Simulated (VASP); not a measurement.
# Rh (Fm-3m) in VASP: further runs

Rh is run at these levels: PBEsol; tasks: single point.

Program: VASP 6.6.1. These are calculated values, not measurements. Logs are shortened: lines on timing, memory, paths and dates and some standing lists are left out, and cuts for length are marked.

**1. The cell of the first run**

It takes space group Fm-3m (No. 225, cubic). The conventional cell has a = 3.762 Å, b = 3.762 Å, c = 3.762 Å, α = 90.00°, β = 90.00°, γ = 90.00°. Rh (site symmetry m-3m) has 12 Rh at 2.66 Å within 3.5 Å.

**2. Single point, PBEsol**

The input, INCAR:

```
SYSTEM = Rh
PREC = Accurate
ENCUT = 520
EDIFF = 1E-6
ISMEAR = 0
SIGMA = 0.05
LREAL = .False.
LASPH = .True.
NELM = 60
ALGO = Fast
ISIF = 2
LWAVE = .False.
LCHARG = .True.
GGA = PS
LELF = .True.
LVHAR = .True.
NBANDS = 14
```

The input, KPOINTS:

```
regular mesh
0
Gamma
  16 16 16
  0 0 0
```

The input, POSCAR:

```
Rh
1.0
    0.0000000000      1.8810061086      1.8810061086
    1.8810061086      0.0000000000      1.8810061086
    1.8810061086      1.8810061086      0.0000000000
Rh
1
Direct
    0.0000000000      0.0000000000      0.0000000000
```

Potentials or basis: VASP PAW PBE potentials, release 64 (Rh_pv).

Run with:

```sh
$ cat potpaw_PBE.64/Rh_pv/POTCAR > POTCAR
$ mpirun -np 1 vasp_std > vasp.out
```

OUTCAR:

```text
SYSTEM = Rh
   PREC = Accurate
   ENCUT = 520
   EDIFF = 1E-6
   ISMEAR = 0
   LREAL = .False.
   LASPH = .True.
   NELM = 60
   ISIF = 2
   GGA = PS

 ion  position               nearest neighbor table
   1  0.000  0.000  0.000-

  LATTYP: Found a face centered cubic cell.
 ALAT       =     3.7620122172

  Lattice vectors:

 A1 = (   0.0000000000,   1.8810061086,   1.8810061086)
 A2 = (   1.8810061086,   0.0000000000,   1.8810061086)
 A3 = (   1.8810061086,   1.8810061086,   0.0000000000)

Analysis of symmetry for initial positions (statically):
=====================================================================
 Subroutine PRICEL returns:
 Original cell was already a primitive cell.

 Routine SETGRP: Setting up the symmetry group for a
 face centered cubic supercell.

 Subroutine GETGRP returns: Found 48 space group operations
 (whereof 48 operations were pure point group operations)
 out of a pool of 48 trial point group operations.

The static configuration has the point symmetry O_h .

Analysis of symmetry for dynamics (positions and initial velocities):
=====================================================================
 Subroutine PRICEL returns:
 Original cell was already a primitive cell.

 Routine SETGRP: Setting up the symmetry group for a
 face centered cubic supercell.

 Subroutine GETGRP returns: Found 48 space group operations
 (whereof 48 operations were pure point group operations)
 out of a pool of 48 trial point group operations.

The dynamic configuration has the point symmetry O_h .

 Subroutine INISYM returns: Found 48 space group operations
 (whereof 48 operations are pure point group operations),
 and found     1 'primitive' translations

----------------------------------------------------------------------------------------

                                     Primitive cell

  volume of cell :      13.3107

  direct lattice vectors                    reciprocal lattice vectors
     0.000000000  1.881006109  1.881006109    -0.265815192  0.265815192  0.265815192
     1.881006109  0.000000000  1.881006109     0.265815192 -0.265815192  0.265815192
     1.881006109  1.881006109  0.000000000     0.265815192  0.265815192 -0.265815192

  length of vectors
     2.660144350  2.660144350  2.660144350     0.460405418  0.460405418  0.460405418

  position of ions in fractional coordinates (direct lattice)
     0.000000000  0.000000000  0.000000000

  ion indices of the primitive-cell ions
   primitive index   ion index
                 1           1

----------------------------------------------------------------------------------------

 KPOINTS: regular mesh

Automatic generation of k-mesh.
 Grid dimensions read from file:
 generate k-points for:   16   16   16

 Generating k-lattice:

  Cartesian coordinates                     Fractional coordinates (reciprocal lattice)
    -0.016613450  0.016613450  0.016613450     0.062500000  0.000000000  0.000000000
     0.016613450 -0.016613450  0.016613450     0.000000000  0.062500000  0.000000000
     0.016613450  0.016613450 -0.016613450     0.000000000  0.000000000  0.062500000

  Length of vectors
     0.028775339  0.028775339  0.028775339

  Shift w.r.t. Gamma in fractional coordinates (k-lattice)
     0.000000000  0.000000000  0.000000000

 Subroutine IBZKPT returns following result:
 ===========================================

 Found    145 irreducible k-points:

 Following reciprocal coordinates:
            Coordinates               Weight
  0.000000  0.000000  0.000000      1.000000
  0.062500  0.000000  0.000000      8.000000
  0.125000  0.000000  0.000000      8.000000
  0.187500  0.000000  0.000000      8.000000
  0.250000  0.000000  0.000000      8.000000
  0.312500  0.000000  0.000000      8.000000
[... 16 lines left out ...]
 -0.125000  0.062500  0.000000     24.000000
 -0.062500  0.062500  0.000000     12.000000
 [... further k-points ...]
   k-points           NKPTS =    145   k-points in BZ     NKDIM =    145   number of bands    NBANDS=     14
   number of dos      NEDOS =    301   number of ions     NIONS =      1
   total plane-waves  NPLWV =   8000
   dimension x,y,z NGX =    20 NGY =   20 NGZ =   20
   dimension x,y,z NGXF=    40 NGYF=   40 NGZF=   40
   ions per type =               1
   NGX,Y,Z   is equivalent  to a cutoff of  12.50, 12.50, 12.50 a.u.
   NGXF,Y,Z  is equivalent  to a cutoff of  25.00, 25.00, 25.00 a.u.
 SYSTEM =  Rh
   PREC   = accura    normal or accurate (medium, high low for compatibility)
   ISTART =      0    job   : 0-new  1-cont  2-samecut
   ICHARG =      2    charge: 1-file 2-atom 10-const
   ISPIN  =      1    spin polarized calculation?
   LNONCOLLINEAR =      F non collinear calculations
   LSORBIT =      F    spin-orbit coupling
   LASPH  =      T    aspherical Exc in radial PAW
   ENCUT  =  520.0 eV  38.22 Ry    6.18 a.u.   4.95  4.95  4.95*2*pi/ulx,y,z
   NELM   =     60;   NELMIN=  2; NELMDL= -5     # of ELM steps
   EDIFF  = 0.1E-05   stopping-criterion for ELM
   LREAL  =      F    real-space projection
[... 7 lines left out ...]
   TEBEG  =    0.0;   TEEND  =   0.0 temperature during run
   PSTRESS=    0.0 pullay stress
   NELECT =      15.0000    total number of electrons
   NUPDOWN=      -1.0000    fix difference up-down
   EMIN   =  10.00;   EMAX   =-10.00  energy-range for DOS
   EFERMI =   0.00;   METHOD = LEGACY
   ISMEAR =     0;   SIGMA  =   0.05  broadening in eV -4-tet -1-fermi 0-gaus
   EFERMI_NEDOS =   21; number of points for ismear=-14 and -15
   IALGO  =     68    algorithm
   IMIX   =      4    mixing-type and parameters
     AMIX     =   0.40;   BMIX     =  1.00
     AMIX_MAG =   1.60;   BMIX_MAG =  1.00
  volume/ion in A,a.u.               =      13.31        89.82
  Fermi-wavevector in a.u.,A,eV,Ry     =   1.703616  3.219367 39.488291  2.902308
  Thomas-Fermi vector in A             =   2.783170
   LORBIT       =      0    0 simple, 1 ext, 2 COOP (PROOUT), +10 PAW based schemes
   GGA     = PS    functional components
   LHFCALC =     F    Hartree Fock is set to
   AEXX    =    0.0000 exact exchange contribution
   IVDW    =     0    specifies the selected vdW correction
   LEPSILON=     F    determine dielectric tensor
   LRPA    =     F    only Hartree local field effects (RPA)
 non-spin polarized calculation
 RMM-DIIS sequential band-by-band and
 Gauss-broadening in eV      SIGMA  =   0.05
  energy-cutoff  :      520.00
  volume of cell :       13.31
 maximum number of plane-waves:       370
   NGX =  9   NGY =  9   NGZ =  9

 number of electron      15.0000004 magnetization

 Free energy of the ion-electron system (eV)
  ---------------------------------------------------
  ext. energy  EPLUGINS =         0.00000000
  ---------------------------------------------------
  free energy    TOTEN  =        -8.13478999 eV

  energy without entropy =       -8.13272007  energy(sigma->0) =       -8.13375503

 E-fermi :  12.3458     XC(G=0): -14.4273

 val. band max:       12.3378118595   @ k =   0.4375   0.1250   0.0625
 cond. band min:      12.3499396872   @ k =  -0.3750   0.2500   0.0000
 fundamental gap:      0.0121278277
 Fermi energy:        12.3457618202

 k-point     1 :       0.0000    0.0000    0.0000
  band No.  band energies     occupation
      1     -34.0260      2.00000
      2     -34.0260      2.00000
      3     -34.0260      2.00000
      4       4.0636      2.00000
      5       9.1076      2.00000
      6       9.1076      2.00000
      7       9.1076      2.00000
      8      11.3312      2.00000
      9      11.3312      2.00000
     10      28.2637      0.00000
     11      32.6401      0.00000
     12      33.9007      0.00000
     13      33.9007      0.00000
     14      33.9007      0.00000

 k-point     2 :       0.0625    0.0000    0.0000
  band No.  band energies     occupation
      1     -34.0586      2.00000
      2     -34.0304      2.00000
      3     -34.0304      2.00000
      4       4.2263      2.00000
      5       9.0332      2.00000
      6       9.1721      2.00000
      7       9.1721      2.00000
      8      11.2940      2.00000
      9      11.2940      2.00000
     10      28.5079      0.00000
     11      32.6357      0.00000
     12      33.0403      0.00000
     13      34.1449      0.00000
     14      34.1449      0.00000

 k-point     3 :       0.1250    0.0000    0.0000
  band No.  band energies     occupation
      1     -34.1508      2.00000
      2     -34.0427      2.00000
      3     -34.0427      2.00000
      4       4.6858      2.00000
      5       8.8580      2.00000
      6       9.3336      2.00000
      7       9.3336      2.00000
      8      11.2227      2.00000
      9      11.2227      2.00000
     10      29.1435      0.00000
     11      31.3311      0.00000
     12      32.6438      0.00000
     13      34.8481      0.00000
     14      34.8481      0.00000
[... 324 lines left out ...]
 k-point    23 :      -0.1250    0.0625    0.0000
  band No.  band energies     occupation
      1     -34.2054      2.00000
      2     -34.0737      2.00000
      3     -34.0423      2.00000
      4       5.0232      2.00000
      5       8.6903      2.00000
      6       9.4498      2.00000
      7       9.4824      2.00000
      8      10.9603      2.00000
      9      11.4375      2.00000
     10      29.5701      0.00000
     11      30.7047      0.00000
     12      32.6430      0.00000
     13      34.3243      0.00000
     14      35.8472      0.00000

 k-point    24 :      -0.0625    0.0625    0.0000
  band No.  band energies     occupation
      1     -34.1042      2.00000
      2     -34.0496      2.00000
      3     -34.0320      2.00000
      4       4.4895      2.00000
      5       8.8944      2.00000
      6       9.2608      2.00000
      7       9.3114      2.00000
      8      11.1304      2.00000
      9      11.3564      2.00000
     10      28.8891      0.00000
     11      32.1971      0.00000
     12      32.6484      0.00000
     13      33.9918      0.00000
     14      34.7925      0.00000

 [... further k-points ...]
[... 5 lines left out ...]
  --------------------------------------------------------------------------------------
  -------------------------------------------------------------------------------------
  Total        0.3495766      0.3495766      0.3495766      0.0000000      0.0000000     -0.0000000
  in kB       42.0777371     42.0777371     42.0777371      0.0000000      0.0000000     -0.0000000
  external PRESSURE =      42.0777371 kB  Pullay stress =       0.0000000 kB

 VOLUME and BASIS-vectors are now :
 -----------------------------------------------------------------------------
  energy-cutoff  :      520.00
  volume of cell :       13.31
      direct lattice vectors                 reciprocal lattice vectors
     0.000000000  1.881006109  1.881006109    -0.265815192  0.265815192  0.265815192
     1.881006109  0.000000000  1.881006109     0.265815192 -0.265815192  0.265815192
     1.881006109  1.881006109  0.000000000     0.265815192  0.265815192 -0.265815192

 POSITION                                       TOTAL-FORCE (eV/Angst)
 -----------------------------------------------------------------------------------
      0.00000      0.00000      0.00000        -0.000000      0.000000      0.000000
 -----------------------------------------------------------------------------------
    total drift:                                0.000000      0.000000      0.000000

  FREE ENERGIE OF THE ION-ELECTRON SYSTEM (eV)
  ---------------------------------------------------
  free  energy   TOTEN  =        -8.1347899873 eV

  energy  without entropy=       -8.1327200688  energy(sigma->0) =       -8.13375503
```

It took 14 s on 1 thread of Intel Xeon Platinum 8488C (Sapphire Rapids), shared host; peak memory 0.13 GiB.

What came out:

```
Free energy : -8.1348 eV
Pressure    : 4.2 GPa
```

Levels at points of the mesh, in eV from the Fermi level:
```
           k point  band 3  band 4  band 5  band 6  band 7  band 8  band 9  band 10  band 11  band 12
(0.00, 0.00, 0.00)  -46.37   -8.28   -3.24   -3.24   -3.24   -1.01   -1.01    15.92    20.29    21.55
(0.50, 0.00, 0.00)  -46.48   -6.43   -3.32   -3.32    0.63    0.63    0.63     8.95    15.44    20.30
(0.50, 0.50, 0.00)  -46.67   -6.65   -6.26    0.61    1.07    1.07    3.24    12.66    13.44    13.44
```

Caveat: the PAW data sets were made with another functional, which shifts forces and pressure a little.

**3. Single point, PBEsol**

This run uses another cell than the first one, of 13.72 Å³/atom, 1.031 times its volume.

The input, INCAR:

```
PREC = Accurate
ENCUT = 520
EDIFF = 1E-7
ISMEAR = 0
SIGMA = 0.05
LREAL = False
LASPH = True
NELM = 100
ALGO = Normal
ISIF = 2
LWAVE = False
LCHARG = False
GGA = PS
NBANDS = 14
```

The input, KPOINTS:

```
regular mesh
0
Gamma
  16 16 16
```

The input, POSCAR:

```
Rh
1.0
    0.0000000000      1.9000000000      1.9000000000
    1.9000000000      0.0000000000      1.9000000000
    1.9000000000      1.9000000000      0.0000000000
Rh
1
Direct
    0.0000000000      0.0000000000      0.0000000000
```

Potentials or basis: VASP PAW PBE potentials, release 64 (Rh_pv).

Run with:

```sh
$ cat potpaw_PBE.64/Rh_pv/POTCAR > POTCAR
$ mpirun -np 1 vasp_std > vasp.out
```

OUTCAR:

```text
PREC = Accurate
   ENCUT = 520
   EDIFF = 1E-7
   ISMEAR = 0
   LREAL = False
   LASPH = True
   NELM = 100
   ISIF = 2
   GGA = PS

 ion  position               nearest neighbor table
   1  0.000  0.000  0.000-

  LATTYP: Found a face centered cubic cell.
 ALAT       =     3.8000000000

  Lattice vectors:

 A1 = (   0.0000000000,   1.9000000000,   1.9000000000)
 A2 = (   1.9000000000,   0.0000000000,   1.9000000000)
 A3 = (   1.9000000000,   1.9000000000,   0.0000000000)

Analysis of symmetry for initial positions (statically):
[... 578 lines left out ...]
      8      10.6227      2.00000
      9      10.8370      2.00000
     10      28.3162      0.00000
     11      31.4983      0.00000
     12      32.1675      0.00000
     13      33.2455      0.00000
     14      34.0524      0.00000

 [... further k-points ...]
[... 5 lines left out ...]
  --------------------------------------------------------------------------------------
  -------------------------------------------------------------------------------------
  Total       -0.3890131     -0.3890131     -0.3890131      0.0000000      0.0000000      0.0000000
  in kB      -45.4343222    -45.4343222    -45.4343222      0.0000000      0.0000000      0.0000000
  external PRESSURE =     -45.4343222 kB  Pullay stress =       0.0000000 kB

 VOLUME and BASIS-vectors are now :
 -----------------------------------------------------------------------------
  energy-cutoff  :      520.00
  volume of cell :       13.72
      direct lattice vectors                 reciprocal lattice vectors
     0.000000000  1.900000000  1.900000000    -0.263157895  0.263157895  0.263157895
     1.900000000  0.000000000  1.900000000     0.263157895 -0.263157895  0.263157895
     1.900000000  1.900000000  0.000000000     0.263157895  0.263157895 -0.263157895

 POSITION                                       TOTAL-FORCE (eV/Angst)
 -----------------------------------------------------------------------------------
      0.00000      0.00000      0.00000         0.000000      0.000000      0.000000
 -----------------------------------------------------------------------------------
    total drift:                                0.000000     -0.000000      0.000000

  FREE ENERGIE OF THE ION-ELECTRON SYSTEM (eV)
  ---------------------------------------------------
  free  energy   TOTEN  =        -8.1345325690 eV

  energy  without entropy=       -8.1324162289  energy(sigma->0) =       -8.13347440
```

Run time: 15 s. Hardware: 1 thread of Intel Xeon Platinum 8488C (Sapphire Rapids), shared host; peak memory 0.14 GiB.

Results:

| Quantity | Value |
| --- | --- |
| Free energy | -8.1345 eV |
| Pressure | -4.5 GPa |

Caveat: the PAW data sets were made with another functional, which shifts forces and pressure a little.

[end of part 1 of 2]
